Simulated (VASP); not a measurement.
# YGaF (P-6m2) in VASP: a series of runs

YGaF is run at these levels: PBE; tasks: single point, relaxation of cell and atoms.

Program: VASP 6.6.1. These are calculated values, not measurements. Logs are shortened: lines on timing, memory, paths and dates and some standing lists are left out, and cuts for length are marked.

## 1. The cell of the first run

The structure is hexagonal, space group P-6m2 (No. 187). Conventional cell: a = 4.459 Å, b = 4.459 Å, c = 3.388 Å, α = 90.00°, β = 90.00°, γ = 120.00°. Within 4.1 Å of Y (site symmetry -6m2) lie 6 F at 3.08 Å and 6 Ga at 3.08 Å and 2 Y at 3.39 Å. Within 3.4 Å of Ga (site symmetry -6m2) lie 3 F at 2.57 Å and 6 Y at 3.08 Å and 2 Ga at 3.39 Å. F (site symmetry -6m2) has 3 Ga at 2.57 Å and 6 Y at 3.08 Å and 2 F at 3.39 Å within 3.4 Å.

## 2. Single point, PBE

Input file INCAR:

```
ALGO = Normal
EDIFF = 1E-6
ENCUT = 520
GGA = PE
ISIF = 2
ISMEAR = 0
LASPH = True
LCHARG = True
LELF = True
LREAL = False
LVHAR = True
LWAVE = False
NBANDS = 22
NELM = 100
PREC = Accurate
SIGMA = 0.1
```

Input file KPOINTS:

```
k-points
0
Gamma
  12 12 14
```

Input file POSCAR:

```
YGaF
1.0
    4.4586039180      0.0000000000      0.0000000000
   -2.2293019590      3.8612642584      0.0000000000
    0.0000000000      0.0000000000      3.3876883560
Y Ga F
1 1 1
Direct
    0.3333333333      0.6666666667      0.0000000000
    0.0000000000      0.0000000000      0.5000000000
    0.6666666667      0.3333333333      0.5000000000
```

Potentials or basis: VASP PAW PBE potentials, release 64 (Y_sv, Ga_d, F).

Command:

```sh
cat potpaw_PBE.64/Y_sv/POTCAR potpaw_PBE.64/Ga_d/POTCAR potpaw_PBE.64/F/POTCAR > POTCAR
mpirun -np 1 vasp_std > vasp.out
```

OUTCAR:

```text
EDIFF = 1E-6
   ENCUT = 520
   GGA = PE
   ISIF = 2
   ISMEAR = 0
   LASPH = True
   LREAL = False
   NELM = 100
   PREC = Accurate

 ion  position               nearest neighbor table
   1  0.333  0.667  0.000-   3 3.08   3 3.08   2 3.08   2 3.08   3 3.08   3 3.08   2 3.08   2 3.08
                             2 3.08   2 3.08   3 3.08   3 3.08
   2  0.000  0.000  0.500-   1 3.08   1 3.08   1 3.08   1 3.08   1 3.08   1 3.08
   3  0.667  0.333  0.500-   1 3.08   1 3.08   1 3.08   1 3.08   1 3.08   1 3.08

  LATTYP: Found a hexagonal cell.
 ALAT       =     4.4586039180
 C/A-ratio  =     0.7598092179

  Lattice vectors:

 A1 = (   4.4586039180,   0.0000000000,   0.0000000000)
 A2 = (  -2.2293019590,   3.8612642584,   0.0000000000)
 A3 = (   0.0000000000,   0.0000000000,   3.3876883560)

Analysis of symmetry for initial positions (statically):
=====================================================================
 Subroutine PRICEL returns:
 Original cell was already a primitive cell.

 Routine SETGRP: Setting up the symmetry group for a
 hexagonal supercell.

 Subroutine GETGRP returns: Found 12 space group operations
 (whereof 12 operations were pure point group operations)
 out of a pool of 24 trial point group operations.

The static configuration has the point symmetry D_3h.

Analysis of symmetry for dynamics (positions and initial velocities):
=====================================================================
 Subroutine PRICEL returns:
 Original cell was already a primitive cell.

 Routine SETGRP: Setting up the symmetry group for a
 hexagonal supercell.

 Subroutine GETGRP returns: Found 12 space group operations
 (whereof 12 operations were pure point group operations)
 out of a pool of 24 trial point group operations.

The dynamic configuration has the point symmetry D_3h.

 Subroutine INISYM returns: Found 12 space group operations
 (whereof 12 operations are pure point group operations),
 and found     1 'primitive' translations

----------------------------------------------------------------------------------------

                                     Primitive cell

  volume of cell :      58.3219

  direct lattice vectors                    reciprocal lattice vectors
     4.458603918  0.000000000  0.000000000     0.224285453  0.129491267  0.000000000
    -2.229301959  3.861264258  0.000000000     0.000000000  0.258982533  0.000000000
     0.000000000  0.000000000  3.387688356     0.000000000  0.000000000  0.295186539

  length of vectors
     4.458603918  4.458603918  3.387688356     0.258982533  0.258982533  0.295186539

  position of ions in fractional coordinates (direct lattice)
     0.333333333  0.666666667  0.000000000
     0.000000000  0.000000000  0.500000000
     0.666666667  0.333333333  0.500000000

  ion indices of the primitive-cell ions
   primitive index   ion index
                 1           1
                 2           2
                 3           3

----------------------------------------------------------------------------------------

 KPOINTS: k-points

Automatic generation of k-mesh.
 Grid dimensions read from file:
 generate k-points for:   12   12   14

 Generating k-lattice:

  Cartesian coordinates                     Fractional coordinates (reciprocal lattice)
     0.018690454  0.010790939  0.000000000     0.083333333  0.000000000  0.000000000
     0.000000000  0.021581878  0.000000000     0.000000000  0.083333333  0.000000000
     0.000000000  0.000000000  0.021084753     0.000000000  0.000000000  0.071428571

  Length of vectors
     0.021581878  0.021581878  0.021084753

  Shift w.r.t. Gamma in fractional coordinates (k-lattice)
     0.000000000  0.000000000  0.000000000

 Subroutine IBZKPT returns following result:
 ===========================================

 Found    152 irreducible k-points:

 Following reciprocal coordinates:
            Coordinates               Weight
  0.000000  0.000000  0.000000      1.000000
  0.083333 -0.000000  0.000000      6.000000
  0.166667 -0.000000  0.000000      6.000000
  0.250000 -0.000000  0.000000      6.000000
  0.333333  0.000000  0.000000      6.000000
  0.416667  0.000000  0.000000      6.000000
[... 16 lines left out ...]
  0.250000 -0.000000  0.071429     12.000000
  0.333333  0.000000  0.071429     12.000000
 [... further k-points ...]
   k-points           NKPTS =    152   k-points in BZ     NKDIM =    152   number of bands    NBANDS=     22
   number of dos      NEDOS =    301   number of ions     NIONS =      3
   total plane-waves  NPLWV =  36288
   dimension x,y,z NGX =    36 NGY =   36 NGZ =   28
   dimension x,y,z NGXF=    72 NGYF=   72 NGZF=   56
   ions per type =               1   1   1
   NGX,Y,Z   is equivalent  to a cutoff of  13.42, 13.42, 13.74 a.u.
   NGXF,Y,Z  is equivalent  to a cutoff of  26.85, 26.85, 27.48 a.u.
 SYSTEM =  unknown system
   PREC   = accura    normal or accurate (medium, high low for compatibility)
   ISTART =      0    job   : 0-new  1-cont  2-samecut
   ICHARG =      2    charge: 1-file 2-atom 10-const
   ISPIN  =      1    spin polarized calculation?
   LNONCOLLINEAR =      F non collinear calculations
   LSORBIT =      F    spin-orbit coupling
   LASPH  =      T    aspherical Exc in radial PAW
   ENCUT  =  520.0 eV  38.22 Ry    6.18 a.u.   8.29  8.29  6.30*2*pi/ulx,y,z
   NELM   =    100;   NELMIN=  2; NELMDL= -5     # of ELM steps
   EDIFF  = 0.1E-05   stopping-criterion for ELM
   LREAL  =      F    real-space projection
[... 7 lines left out ...]
   TEBEG  =    0.0;   TEEND  =   0.0 temperature during run
   PSTRESS=    0.0 pullay stress
   NELECT =      31.0000    total number of electrons
   NUPDOWN=      -1.0000    fix difference up-down
   EMIN   =  10.00;   EMAX   =-10.00  energy-range for DOS
   EFERMI =   0.00;   METHOD = LEGACY
   ISMEAR =     0;   SIGMA  =   0.10  broadening in eV -4-tet -1-fermi 0-gaus
   EFERMI_NEDOS =   21; number of points for ismear=-14 and -15
   IALGO  =     38    algorithm
   IMIX   =      4    mixing-type and parameters
     AMIX     =   0.40;   BMIX     =  1.00
     AMIX_MAG =   1.60;   BMIX_MAG =  1.00
  volume/ion in A,a.u.               =      19.44       131.19
  Fermi-wavevector in a.u.,A,eV,Ry     =   1.326126  2.506015 23.927342  1.758610
  Thomas-Fermi vector in A             =   2.455536
   LORBIT       =      0    0 simple, 1 ext, 2 COOP (PROOUT), +10 PAW based schemes
   GGA     = PE    functional components
   LHFCALC =     F    Hartree Fock is set to
   AEXX    =    0.0000 exact exchange contribution
   IVDW    =     0    specifies the selected vdW correction
   LEPSILON=     F    determine dielectric tensor
   LRPA    =     F    only Hartree local field effects (RPA)
 non-spin polarized calculation
 Gauss-broadening in eV      SIGMA  =   0.10
  energy-cutoff  :      520.00
  volume of cell :       58.32
 maximum number of plane-waves:      1594
 NGX is ok and might be reduce to    36
   NGX = 17   NGY = 17   NGZ = 13

 number of electron      31.0000007 magnetization

 Free energy of the ion-electron system (eV)
  ---------------------------------------------------
  ext. energy  EPLUGINS =         0.00000000
  ---------------------------------------------------
  free energy    TOTEN  =       -14.28717809 eV

  energy without entropy =      -14.27202289  energy(sigma->0) =      -14.27960049

 E-fermi :   4.3183     XC(G=0): -10.1290

 val. band max:        4.3144855989   @ k =   0.3333   0.2500   0.2143
 cond. band min:       4.3268838277   @ k =   0.0833  -0.0000   0.2143
 fundamental gap:      0.0123982288
 Fermi energy:         4.3183104747

 k-point     1 :       0.0000    0.0000    0.0000
  band No.  band energies     occupation
      1     -39.1368      2.00000
      2     -19.5559      2.00000
      3     -19.1471      2.00000
      4     -19.1471      2.00000
      5     -18.7918      2.00000
      6     -10.5921      2.00000
[... 14 lines left out ...]
     21       9.0966      0.00000
     22       9.0966      0.00000

 k-point     2 :       0.0833   -0.0000    0.0000
  band No.  band energies     occupation
      1     -39.1366      2.00000
      2     -19.5695      2.00000
      3     -19.1479      2.00000
      4     -19.1351      2.00000
      5     -18.7916      2.00000
      6     -10.5921      2.00000
[... 14 lines left out ...]
     21       9.0548      0.00000
     22       9.4157      0.00000

 k-point     3 :       0.1667   -0.0000    0.0000
  band No.  band energies     occupation
      1     -39.1362      2.00000
      2     -19.6030      2.00000
      3     -19.1503      2.00000
      4     -19.1063      2.00000
      5     -18.7909      2.00000
      6     -10.5917      2.00000
[... 14 lines left out ...]
     21       8.9309      0.00000
     22      10.0504      0.00000

 k-point     4 :       0.2500   -0.0000    0.0000
  band No.  band energies     occupation
      1     -39.1355      2.00000
      2     -19.6428      2.00000
      3     -19.1536      2.00000
      4     -19.0732      2.00000
      5     -18.7899      2.00000
      6     -10.5901      2.00000
[... 14 lines left out ...]
     21       8.7336      0.00000
     22      10.5413      0.00000

 k-point     5 :       0.3333    0.0000    0.0000
  band No.  band energies     occupation
      1     -39.1349      2.00000
      2     -19.6773      2.00000
      3     -19.1569      2.00000
      4     -19.0450      2.00000
      5     -18.7890      2.00000
      6     -10.5871      2.00000
[... 417 lines left out ...]
 k-point    22 :       0.1667   -0.0000    0.0714
  band No.  band energies     occupation
      1     -39.1341      2.00000
      2     -19.6024      2.00000
      3     -19.1474      2.00000
      4     -19.1071      2.00000
      5     -18.8106      2.00000
      6     -10.5915      2.00000
[... 14 lines left out ...]
     21       9.2054      0.00000
     22       9.3486      0.00000

 k-point    23 :       0.2500   -0.0000    0.0714
  band No.  band energies     occupation
      1     -39.1334      2.00000
      2     -19.6389      2.00000
      3     -19.1507      2.00000
      4     -19.0761      2.00000
      5     -18.8110      2.00000
      6     -10.5894      2.00000
[... 14 lines left out ...]
     21       8.9891      0.00000
     22       9.7961      0.00000

 k-point    24 :       0.3333    0.0000    0.0714
  band No.  band energies     occupation
      1     -39.1328      2.00000
      2     -19.6712      2.00000
      3     -19.1540      2.00000
      4     -19.0491      2.00000
      5     -18.8116      2.00000
      6     -10.5863      2.00000
[... 14 lines left out ...]
     21       8.7199      0.00000
     22      10.2215      0.00000

 [... further k-points ...]
[... 5 lines left out ...]
  --------------------------------------------------------------------------------------
  -------------------------------------------------------------------------------------
  Total       -0.0255657     -0.0255657     -0.0355005      0.0000000      0.0000000      0.0000000
  in kB       -0.7023227     -0.7023227     -0.9752438      0.0000000      0.0000000      0.0000000
  external PRESSURE =      -0.7932964 kB  Pullay stress =       0.0000000 kB

 VOLUME and BASIS-vectors are now :
 -----------------------------------------------------------------------------
  energy-cutoff  :      520.00
  volume of cell :       58.32
      direct lattice vectors                 reciprocal lattice vectors
     4.458603918  0.000000000  0.000000000     0.224285453  0.129491267  0.000000000
    -2.229301959  3.861264258  0.000000000     0.000000000  0.258982533  0.000000000
     0.000000000  0.000000000  3.387688356     0.000000000  0.000000000  0.295186539

 POSITION                                       TOTAL-FORCE (eV/Angst)
 -----------------------------------------------------------------------------------
     -0.00000      2.57418      0.00000         0.000000     -0.000000      0.000000
      0.00000      0.00000      1.69384        -0.000000      0.000000      0.000000
      2.22930      1.28709      1.69384         0.000000     -0.000000      0.000000
 -----------------------------------------------------------------------------------
    total drift:                                0.000000     -0.000000      0.000000

  FREE ENERGIE OF THE ION-ELECTRON SYSTEM (eV)
  ---------------------------------------------------
  free  energy   TOTEN  =       -14.2871780909 eV

  energy  without entropy=      -14.2720228949  energy(sigma->0) =      -14.27960049
```

It took 96 s on 1 thread of AMD EPYC 9R45 (Zen 5), shared host; peak memory 0.34 GiB.

Results:

```yaml
Free_energy: -14.2872 eV
Pressure: -0.1 GPa
```

Caveat: an odd number of electrons without spin polarisation forces a metal; a magnetic or distorted state may lie lower.

## 3. Relaxation of cell and atoms, PBE

This run uses another cell than the first one, of 19.31 Å³/atom, 0.993 times its volume.

Input file INCAR:

```
PREC     = Accurate       # precision mode
ENCUT    = 600            # plane-wave cutoff, eV
EDIFF    = 1E-6           # SCF threshold, eV
ISMEAR   = 0              # smearing method
SIGMA    = 0.1            # smearing width, eV
LREAL    = False          # projectors in reciprocal space
LASPH    = True           # aspherical terms in the spheres
NELM     = 100            # most SCF steps
ALGO     = Normal         # electronic algorithm
ISIF     = 3              # what is computed and relaxed
LWAVE    = False          # write WAVECAR
LCHARG   = False          # write CHGCAR
GGA      = PE             # functional
IBRION   = 2              # ionic algorithm
NSW      = 100            # ionic steps
EDIFFG   = -0.01          # ionic threshold
```

Input file KPOINTS:

```
regular mesh
0
Gamma
  12 12 14
```

Input file POSCAR:

```
YGaF
1.0
    4.4606870852      0.0000000000      0.0000000000
   -2.2303435426      3.8630683341      0.0000000000
    0.0000000000      0.0000000000      3.3610126793
Y Ga F
1 1 1
Direct
    0.3333333333      0.6666666667      0.0000000000
    0.0000000000      0.0000000000      0.5000000000
    0.6666666667      0.3333333333      0.5000000000
```

Potentials or basis: VASP PAW PBE potentials, release 64 (Y_sv, Ga_d, F).

Command:

```sh
cat potpaw_PBE.64/Y_sv/POTCAR potpaw_PBE.64/Ga_d/POTCAR potpaw_PBE.64/F/POTCAR > POTCAR
mpirun -np 1 vasp_std > vasp.out
```

OUTCAR:

```text
PREC = Accurate
   ENCUT = 600
   EDIFF = 1E-6
   ISMEAR = 0
   LREAL = False
   LASPH = True
   NELM = 100
   ISIF = 3
   GGA = PE
   IBRION = 2
   NSW = 100
   EDIFFG = -0.01

 ion  position               nearest neighbor table
   1  0.333  0.667  0.000-   3 3.08   3 3.08   2 3.08   2 3.08   3 3.08   3 3.08   2 3.08   2 3.08
                             2 3.08   2 3.08   3 3.08   3 3.08
   2  0.000  0.000  0.500-   1 3.08   1 3.08   1 3.08   1 3.08   1 3.08   1 3.08
   3  0.667  0.333  0.500-   1 3.08   1 3.08   1 3.08   1 3.08   1 3.08   1 3.08

  LATTYP: Found a hexagonal cell.
 ALAT       =     4.4606870852
 C/A-ratio  =     0.7534742104

  Lattice vectors:

 A1 = (   4.4606870852,   0.0000000000,   0.0000000000)
 A2 = (  -2.2303435426,   3.8630683341,   0.0000000000)
[... 401 lines left out ...]

 number of electron      31.0000008 magnetization

 Free energy of the ion-electron system (eV)
  ---------------------------------------------------
  ext. energy  EPLUGINS =         0.00000000
  ---------------------------------------------------
  free energy    TOTEN  =       -14.28812951 eV

  energy without entropy =      -14.27307967  energy(sigma->0) =      -14.28060459

 E-fermi :   4.3301     XC(G=0): -10.1375

 val. band max:        4.3284231766   @ k =   0.3333   0.2500   0.2143
 cond. band min:       4.3409146421   @ k =   0.0833   0.0000   0.2143
 fundamental gap:      0.0124914655
 Fermi energy:         4.3300935832

 k-point     1 :       0.0000    0.0000    0.0000
  band No.  band energies     occupation
      1     -39.1176      2.00000
      2     -19.5517      2.00000
      3     -19.1285      2.00000
      4     -19.1285      2.00000
      5     -18.7710      2.00000
      6     -10.5811      2.00000
[... 505 lines left out ...]
      6     -10.5753      2.00000
[... 11 lines left out ...]
     18       6.3762      0.00000
     19       7.3572      0.00000

 [... further k-points ...]
[... 5 lines left out ...]
  --------------------------------------------------------------------------------------
  -------------------------------------------------------------------------------------
  Total        0.0033985      0.0033985      0.0084691      0.0000000      0.0000000      0.0000000
  in kB        0.0935387      0.0935387      0.2331014      0.0000000      0.0000000      0.0000000
  external PRESSURE =       0.1400596 kB  Pullay stress =       0.0000000 kB
[... 18 lines left out ...]
  FREE ENERGIE OF THE ION-ELECTRON SYSTEM (eV)
  ---------------------------------------------------
  free  energy   TOTEN  =       -14.2881295103 eV

  energy  without entropy=      -14.2730796665  energy(sigma->0) =      -14.28060459

 reached required accuracy - stopping structural energy minimisation
```

OSZICAR:

```text
N       E                     dE             d eps       ncg     rms          rms(c)
DAV:   1     0.279026223740E+03    0.27903E+03   -0.17065E+04  5810   0.244E+03
DAV:   2     0.202939554536E+02   -0.25873E+03   -0.24935E+03  6175   0.526E+02
DAV:   3    -0.126905160506E+02   -0.32984E+02   -0.31881E+02  6809   0.149E+02
DAV:   4    -0.155472215251E+02   -0.28567E+01   -0.27852E+01 10530   0.328E+01
[... 53 lines left out ...]
DAV:   2    -0.142884445432E+02    0.80709E-03   -0.19762E-03  7341   0.454E-01    0.117E-01
DAV:   3    -0.142881610499E+02    0.28349E-03   -0.49505E-04  7744   0.209E-01    0.605E-02
DAV:   4    -0.142881292108E+02    0.31839E-04   -0.10736E-04  8450   0.819E-02    0.375E-02
DAV:   5    -0.142881292922E+02   -0.81395E-07   -0.20756E-05  7253   0.352E-02    0.990E-03
DAV:   6    -0.142881295103E+02   -0.21810E-06   -0.22480E-06  6188   0.126E-02
   7 F= -.14288130E+02 E0= -.14280605E+02  d E =-.852875E-04
```

CONTCAR:

```text
YGaF
   1.00000000000000
     4.4572437298635457    0.0000000000000000   -0.0000000000000000
    -2.2286218649317728    3.8600863009044120    0.0000000000000000
     0.0000000000000000   -0.0000000000000000    3.3833085497706978
  Y               Ga              F
     1     1     1
Direct
     0.3333333332999970    0.6666666667000030    0.0000000000000000
     0.0000000000000000    0.0000000000000000    0.5000000000000000
     0.6666666667000030    0.3333333332999970    0.5000000000000000

  0.00000000E+00  0.00000000E+00  0.00000000E+00
  0.00000000E+00  0.00000000E+00  0.00000000E+00
  0.00000000E+00  0.00000000E+00  0.00000000E+00
```

It took 5.5 min on 1 thread of AMD EPYC 9R45 (Zen 5), shared host; peak memory 0.37 GiB.

What came out:

* Free energy: -14.2881 eV
* Relaxed volume: 19.40 Å³/atom
* Relaxed cell: a = 4.457 Å, b = 4.457 Å, c = 3.383 Å, α = 90.00°, β = 90.00°, γ = 120.00°
* Space group after relaxing (to 0.05 Å): P-6m2 (No. 187)
* Energy gained by relaxing: 0.2 meV/atom
* Ionic steps: 7
* Pressure after relaxing: 0.0 GPa

Step by step:
```tsv
step	energy change (eV)	largest force (eV/Å)	pressure (GPa)	volume (Å³)
1	0.0000	0.0000	0.19	57.92
2	-0.0004	0.0000	0.05	58.11
3	-0.0005	0.0000	-0.08	58.26
4	-0.0005	0.0000	-0.18	58.29
5	-0.0005	0.0000	-0.04	58.27
6	-0.0005	0.0000	-0.12	58.28
7	-0.0006	0.0000	0.01	58.21
```

Final structure:
```
CELL_PARAMETERS angstrom
4.45724 0.00000 0.00000
-2.22862 3.86009 0.00000
0.00000 0.00000 3.38331
ATOMIC_POSITIONS crystal
Y 0.33333 0.66667 0.00000
Ga 0.00000 0.00000 0.50000
F 0.66667 0.33333 0.50000
```

Levels at points of the mesh, in eV from the Fermi level:
```csv
k point,band 13,band 14,band 15,band 16,band 17,band 18
"(0.00, 0.00, 0.00)",-5.89,-5.06,-0.64,-0.08,-0.08,3.37
"(0.50, 0.00, 0.00)",-5.07,-4.37,-1.81,0.29,0.97,2.21
"(0.00, 0.00, 0.50)",-5.67,-4.63,-2.17,-0.25,-0.25,1.30
"(0.50, 0.00, 0.50)",-5.86,-3.46,-2.32,0.22,0.67,2.78
```

Caveat: an odd number of electrons without spin polarisation forces a metal; a magnetic or distorted state may lie lower.
